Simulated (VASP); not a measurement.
# W9C8 in VASP: single point with PBEsol

Aim: the single point of W9C8 with PBEsol.

Everything below comes from runs of VASP 6.6.1. Logs are shortened: lines on timing, memory, paths and dates and some standing lists are left out, and cuts for length are marked.

## 1. The cell of the first run

The cell holds a slab with vacuum, 17 atoms: a = 5.792 Å, b = 5.792 Å, c = 17.258 Å, α = 90.00°, β = 90.00°, γ = 120.00°.

## 2. Single point, PBEsol

Input file INCAR:

```
PREC = Accurate ; ENCUT = 520
EDIFF = 1E-6 ; ISMEAR = 0
SIGMA = 0.05 ; LREAL = Auto
LASPH = T ; NELM = 60
ALGO = Normal ; ISIF = 2
LWAVE = F ; LCHARG = F
GGA = PS ; NBANDS = 93
```

Input file KPOINTS:

```
Automatic mesh
0
Gamma
  4 4 1
```

Input file POSCAR:

```
W9C8
1.0
    5.7920000000      0.0000000000      0.0000000000
   -2.8960000000      5.0160190000      0.0000000000
    0.0000000000      0.0000000000     17.2583500000
W C
9 8
Direct
    0.0000000000      0.0000000000      0.0579430247
    0.0050866774     -0.0049910098      0.2240311501
    0.0000000498      0.5000000997      0.0579430247
    0.0011625737      0.4988475921      0.2212359235
    0.5000000000      0.0000000000      0.0579430247
    0.5035980761     -0.0035811268      0.2133836665
    0.5000000498      0.5000000997      0.0579430247
    0.5050002638      0.4949245607      0.2240288904
    0.5264482776      0.9735623011      0.3598058331
    0.3333946920      0.1666060276      0.1348176969
    0.3537486838      0.1462584173      0.3017000466
    0.3329956342      0.6625064618      0.1338126182
    0.3337471970      0.6713431508      0.2949576292
    0.8374954104      0.1670077406      0.1338119809
    0.8286741514      0.1662713000      0.2949585563
    0.8332634498      0.6667402974      0.1365841462
    0.8351444232      0.6648655039      0.2908039297
```

Potentials or basis: VASP PAW PBE potentials, release 64 (W_sv, C).

Command:

```bash
> cat potpaw_PBE.64/W_sv/POTCAR potpaw_PBE.64/C/POTCAR > POTCAR
> mpirun -np 1 vasp_std > vasp.out
```

OUTCAR:

```text
PREC = Accurate
   ENCUT = 520
   EDIFF = 1E-6
   ISMEAR = 0
   LREAL = Auto
   LASPH = T
   NELM = 60
   ISIF = 2
   GGA = PS

 ion  position               nearest neighbor table
   1  0.000  0.000  0.058-  14 2.11  10 2.13  16 2.15   2 2.87   3 2.90   7 2.90   5 2.90   5 2.90
                             7 2.90   3 2.90
   2  0.005  0.995  0.224-  17 2.02  15 2.13  11 2.21  16 2.23  10 2.25  14 2.31   4 2.86   1 2.87
                             6 2.89   8 2.90   8 2.90   6 2.91   4 2.93
   3  0.000  0.500  0.058-  14 2.12  12 2.12  16 2.15   4 2.82   1 2.90   5 2.90   7 2.90   7 2.90
                             5 2.90   1 2.90
   4  0.001  0.499  0.221-  17 2.05  15 2.10  13 2.10  16 2.23  12 2.25  14 2.25   3 2.82   2 2.86
                             8 2.86   6 2.90   6 2.90   8 2.93   2 2.93
   5  0.500  0.000  0.058-  10 2.13  12 2.14  14 2.14   6 2.68   7 2.90   3 2.90   1 2.90   1 2.90
                             3 2.90   7 2.90
   6  0.504  0.996  0.213-  11 2.14  13 2.15  15 2.15  14 2.17  12 2.17  10 2.18   9 2.54   5 2.68
                             8 2.89   2 2.89   4 2.90   4 2.90   2 2.91   8 2.91
   7  0.500  0.500  0.058-  12 2.11  10 2.13  16 2.15   8 2.87   5 2.90   1 2.90   3 2.90   3 2.90
                             1 2.90   5 2.90
   8  0.505  0.495  0.224-  17 2.02  13 2.13  11 2.21  16 2.23  10 2.25  12 2.31   4 2.86   7 2.87
                             6 2.89   2 2.90   2 2.90   6 2.91   4 2.93
   9  0.526  0.974  0.360-  13 1.90  15 1.90  11 2.00   6 2.54
  10  0.333  0.167  0.135-   5 2.13   7 2.13   1 2.13   6 2.18   2 2.25   8 2.25
  11  0.354  0.146  0.302-   9 2.00   6 2.14   2 2.21   8 2.21
  12  0.333  0.663  0.134-   7 2.11   3 2.12   5 2.14   6 2.17   4 2.25   8 2.31
  13  0.334  0.671  0.295-   9 1.90   4 2.10   8 2.13   6 2.15
  14  0.837  0.167  0.134-   1 2.11   3 2.12   5 2.14   6 2.17   4 2.25   2 2.31
  15  0.829  0.166  0.295-   9 1.90   4 2.10   2 2.13   6 2.15
  16  0.833  0.667  0.137-   1 2.15   7 2.15   3 2.15   4 2.23   8 2.23   2 2.23
  17  0.835  0.665  0.291-   2 2.02   8 2.02   4 2.05

  LATTYP: Found a hexagonal cell.
 ALAT       =     5.7920000000
 C/A-ratio  =     2.9796875000

  Lattice vectors:

 A1 = (   5.7920000000,   0.0000000000,   0.0000000000)
 A2 = (  -2.8960000000,   5.0160190000,   0.0000000000)
 A3 = (   0.0000000000,   0.0000000000,  17.2583500000)

Analysis of symmetry for initial positions (statically):
=====================================================================
 Subroutine PRICEL returns:
 Original cell was already a primitive cell.

 Routine SETGRP: Setting up the symmetry group for a
 hexagonal supercell.

 Subroutine GETGRP returns: Found  1 space group operations
 (whereof  1 operations were pure point group operations)
 out of a pool of 24 trial point group operations.

The static configuration has the point symmetry C_1 .

Analysis of symmetry for dynamics (positions and initial velocities):
=====================================================================
 Subroutine PRICEL returns:
 Original cell was already a primitive cell.

 Routine SETGRP: Setting up the symmetry group for a
 hexagonal supercell.

 Subroutine GETGRP returns: Found  1 space group operations
 (whereof  1 operations were pure point group operations)
 out of a pool of 24 trial point group operations.

The dynamic configuration has the point symmetry C_1 .

 Subroutine INISYM returns: Found  1 space group operations
 (whereof  1 operations are pure point group operations),
 and found     1 'primitive' translations

----------------------------------------------------------------------------------------

                                     Primitive cell

  volume of cell :     501.4031

  direct lattice vectors                    reciprocal lattice vectors
     5.792000000  0.000000000  0.000000000     0.172651934  0.099680643  0.000000000
    -2.896000000  5.016019000  0.000000000     0.000000000  0.199361286  0.000000000
     0.000000000  0.000000000 17.258350000     0.000000000  0.000000000  0.057942967

  length of vectors
     5.792000000  5.791999880 17.258350000     0.199361282  0.199361286  0.057942967

  position of ions in fractional coordinates (direct lattice)
     0.000000000  0.000000000  0.057943025
     0.005086677  0.995008990  0.224031150
     0.000000050  0.500000100  0.057943025
     0.001162574  0.498847592  0.221235923
     0.500000000  0.000000000  0.057943025
     0.503598076  0.996418873  0.213383667
[... 9 lines left out ...]
     0.833263450  0.666740297  0.136584146
     0.835144423  0.664865504  0.290803930

  ion indices of the primitive-cell ions
   primitive index   ion index
                 1           1
                 2           2
                 3           3
                 4           4
                 5           5
                 6           6
[... 9 lines left out ...]
                16          16
                17          17

----------------------------------------------------------------------------------------

 KPOINTS: Automatic mesh

Automatic generation of k-mesh.
 Grid dimensions read from file:
 generate k-points for:    4    4    1

 Generating k-lattice:

  Cartesian coordinates                     Fractional coordinates (reciprocal lattice)
     0.043162983  0.024920161  0.000000000     0.250000000  0.000000000  0.000000000
     0.000000000  0.049840322  0.000000000     0.000000000  0.250000000  0.000000000
     0.000000000  0.000000000  0.057942967     0.000000000  0.000000000  1.000000000

  Length of vectors
     0.049840321  0.049840322  0.057942967

  Shift w.r.t. Gamma in fractional coordinates (k-lattice)
     0.000000000  0.000000000  0.000000000

 Subroutine IBZKPT returns following result:
 ===========================================

 Found     10 irreducible k-points:

 Following reciprocal coordinates:
            Coordinates               Weight
  0.000000  0.000000  0.000000      1.000000
  0.250000 -0.000000  0.000000      2.000000
  0.000000  0.250000  0.000000      2.000000
 -0.250000  0.250000  0.000000      2.000000
  0.500000 -0.000000  0.000000      1.000000
  0.000000  0.500000  0.000000      1.000000
  0.500000  0.500000  0.000000      1.000000
  0.250000  0.250000  0.000000      2.000000
 -0.250000  0.500000  0.000000      2.000000
  0.500000  0.250000  0.000000      2.000000
   k-points           NKPTS =     10   k-points in BZ     NKDIM =     10   number of bands    NBANDS=     93
   number of dos      NEDOS =    301   number of ions     NIONS =     17
   total plane-waves  NPLWV = 294912
   dimension x,y,z NGX =    48 NGY =   48 NGZ =  128
   dimension x,y,z NGXF=    96 NGYF=   96 NGZF=  256
   ions per type =               9   8
   NGX,Y,Z   is equivalent  to a cutoff of  13.78, 13.78, 12.33 a.u.
   NGXF,Y,Z  is equivalent  to a cutoff of  27.55, 27.55, 24.66 a.u.
 SYSTEM =  unknown system
   PREC   = accura    normal or accurate (medium, high low for compatibility)
   ISTART =      0    job   : 0-new  1-cont  2-samecut
   ICHARG =      2    charge: 1-file 2-atom 10-const
   ISPIN  =      1    spin polarized calculation?
   LNONCOLLINEAR =      F non collinear calculations
   LSORBIT =      F    spin-orbit coupling
   LASPH  =      T    aspherical Exc in radial PAW
   ENCUT  =  520.0 eV  38.22 Ry    6.18 a.u.  10.77 10.77 32.09*2*pi/ulx,y,z
   NELM   =     60;   NELMIN=  2; NELMDL= -5     # of ELM steps
   EDIFF  = 0.1E-05   stopping-criterion for ELM
   LREAL  =      T    real-space projection
   EDIFFG = 0.1E-04   stopping-criterion for IOM
   NSW    =      0    number of steps for IOM
   IBRION =     -1    ionic relax: 0-MD 1-quasi-New 2-CG
   NFREE  =      0    steps in history (QN), initial steepest desc. (CG)
   ISIF   =      2    stress and relaxation
   ISYM   =      2    0-nonsym 1-usesym 2-fastsym
   POTIM  = 0.5000    time-step for ionic-motion
   TEBEG  =    0.0;   TEEND  =   0.0 temperature during run
   PSTRESS=    0.0 pullay stress
   NELECT =     158.0000    total number of electrons
   NUPDOWN=      -1.0000    fix difference up-down
   EMIN   =  10.00;   EMAX   =-10.00  energy-range for DOS
   EFERMI =   0.00;   METHOD = LEGACY
   ISMEAR =     0;   SIGMA  =   0.05  broadening in eV -4-tet -1-fermi 0-gaus
   EFERMI_NEDOS =   21; number of points for ismear=-14 and -15
   IALGO  =     38    algorithm
   IMIX   =      4    mixing-type and parameters
     AMIX     =   0.40;   BMIX     =  1.00
     AMIX_MAG =   1.60;   BMIX_MAG =  1.00
  volume/ion in A,a.u.               =      29.49       199.04
  Fermi-wavevector in a.u.,A,eV,Ry     =   1.114033  2.105218 16.885787  1.241070
  Thomas-Fermi vector in A             =   2.250624
   LORBIT       =      0    0 simple, 1 ext, 2 COOP (PROOUT), +10 PAW based schemes
   GGA     = PS    functional components
   LHFCALC =     F    Hartree Fock is set to
   AEXX    =    0.0000 exact exchange contribution
   IVDW    =     0    specifies the selected vdW correction
   LEPSILON=     F    determine dielectric tensor
   LRPA    =     F    only Hartree local field effects (RPA)
 non-spin polarized calculation
 Gauss-broadening in eV      SIGMA  =   0.05
  energy-cutoff  :      520.00
  volume of cell :      501.40
 maximum number of plane-waves:     13519
 NGX is ok and might be reduce to    48
   NGX = 21   NGY = 21   NGZ = 65

 number of electron     157.9999996 magnetization

 Free energy of the ion-electron system (eV)
  ---------------------------------------------------
  ext. energy  EPLUGINS =         0.00000000
  ---------------------------------------------------
  free energy    TOTEN  =      -186.66518386 eV

  energy without entropy =     -186.65973758  energy(sigma->0) =     -186.66246072

 E-fermi :   1.4797     XC(G=0):  -6.3253

 val. band max:        1.4294411321   @ k =   0.0000   0.0000   0.0000
 cond. band min:       1.5343282607   @ k =   0.2500   0.2500   0.0000
 fundamental gap:      0.1048871286
 Fermi energy:         1.4796569285

 k-point     1 :       0.0000    0.0000    0.0000
  band No.  band energies     occupation
      1     -73.1374      2.00000
      2     -72.5480      2.00000
      3     -72.5038      2.00000
      4     -72.4709      2.00000
      5     -72.4433      2.00000
      6     -72.4330      2.00000
[... 83 lines left out ...]
     90       3.8801      0.00000
     91       4.0696      0.00000

 k-point     2 :       0.2500   -0.0000    0.0000
  band No.  band energies     occupation
      1     -73.1374      2.00000
      2     -72.5404      2.00000
      3     -72.5087      2.00000
      4     -72.4712      2.00000
      5     -72.4379      2.00000
      6     -72.4337      2.00000
[... 741 lines left out ...]
     90       3.5831      0.00000
     91       3.6888      0.00000

 k-point    10 :       0.5000    0.2500    0.0000
  band No.  band energies     occupation
      1     -73.1374      2.00000
      2     -72.5325      2.00000
      3     -72.5104      2.00000
      4     -72.4768      2.00000
      5     -72.4368      2.00000
      6     -72.4277      2.00000
[... 83 lines left out ...]
     90       3.5831      0.00000
     91       3.6888      0.00000
 [bands above 91 left out]

------------------------ aborting loop because EDIFF is reached ----------------------------------------

  FORCE on cell =-STRESS in cart. coord.  units (eV):
  Direction    XX          YY          ZZ          XY          YZ          ZX
  --------------------------------------------------------------------------------------
  -------------------------------------------------------------------------------------
  Total       -4.5157812     -4.3190342      1.7419540      0.1679292      2.0191628     -3.5009997
  in kB      -14.4296725    -13.8009896      5.5662186      0.5365989      6.4520082    -11.1870520
  external PRESSURE =      -7.5548145 kB  Pullay stress =       0.0000000 kB

 VOLUME and BASIS-vectors are now :
 -----------------------------------------------------------------------------
  energy-cutoff  :      520.00
  volume of cell :      501.40
      direct lattice vectors                 reciprocal lattice vectors
     5.792000000  0.000000000  0.000000000     0.172651934  0.099680643  0.000000000
    -2.896000000  5.016019000  0.000000000     0.000000000  0.199361286  0.000000000
     0.000000000  0.000000000 17.258350000     0.000000000  0.000000000  0.057942967

 POSITION                                       TOTAL-FORCE (eV/Angst)
 -----------------------------------------------------------------------------------
      0.00000      0.00000      1.00000         0.135145      0.007448      0.357177
     -2.85208      4.99098      3.86641         0.033255     -0.029402     -0.124117
     -1.44800      2.50801      1.00000         0.088457     -0.050810     -0.021831
     -1.43793      2.50223      3.81817         0.109540     -0.063072      0.046096
      2.89600      0.00000      1.00000         0.038689     -0.022200     -1.051730
      0.03121      4.99806      3.68265         0.080089     -0.046744     -0.058526
[... 9 lines left out ...]
      2.89538      3.34438      2.35722         0.045750     -0.026608      0.007223
      2.91171      3.33498      5.01880         0.184897     -0.107354     -0.062496
 -----------------------------------------------------------------------------------
    total drift:                                0.006584     -0.005348     -0.023801

  FREE ENERGIE OF THE ION-ELECTRON SYSTEM (eV)
  ---------------------------------------------------
  free  energy   TOTEN  =      -186.6651838613 eV

  energy  without entropy=     -186.6597375819  energy(sigma->0) =     -186.66246072
```

Run time: 52 min. Hardware: 1 thread of Intel Xeon 8259CL, shared host; peak memory 0.77 GiB.

What came out:

```yaml
Free_energy: -186.6652 eV
Largest_force: 1.567 eV/Å
Band_gap_on_the_k_mesh: zero (bands 79 and 80 overlap by 0.54 eV)
```

Forces on the atoms (eV/Å):
```
W    0.135  0.007  0.357
W    0.033 -0.029 -0.124
W    0.088 -0.051 -0.022
W    0.110 -0.063  0.046
W    0.039 -0.022 -1.052
W    0.080 -0.047 -0.059
W    0.061 -0.120  0.357
W    0.042 -0.014 -0.124
W   -1.335  0.771  0.285
C    0.005 -0.003 -0.007
C   -0.116  0.068  0.104
C    0.024 -0.026  0.026
C    0.317 -0.108  0.121
C    0.035 -0.008  0.026
C    0.251 -0.221  0.121
C    0.046 -0.027  0.007
C    0.185 -0.107 -0.062
```

Levels at points of the mesh, in eV from the Fermi level:
```tsv
k point	band 76	band 77	band 78	band 79	band 80	band 81	band 82	band 83
(0.00, 0.00, 0.00)	-0.05	0.09	0.09	0.45	0.53	0.56	0.88	0.91
(0.50, 0.00, 0.00)	-1.07	-0.91	-0.68	-0.51	-0.09	0.36	0.74	0.82
(0.00, 0.50, 0.00)	-1.07	-0.91	-0.68	-0.51	-0.09	0.36	0.74	0.82
(0.50, 0.50, 0.00)	-0.94	-0.83	-0.65	-0.64	-0.09	0.38	0.67	0.82
```

Caveat: the PAW data sets were made with another functional, which shifts forces and pressure a little; spin-orbit coupling is left out, which moves the levels of the heavy elements.
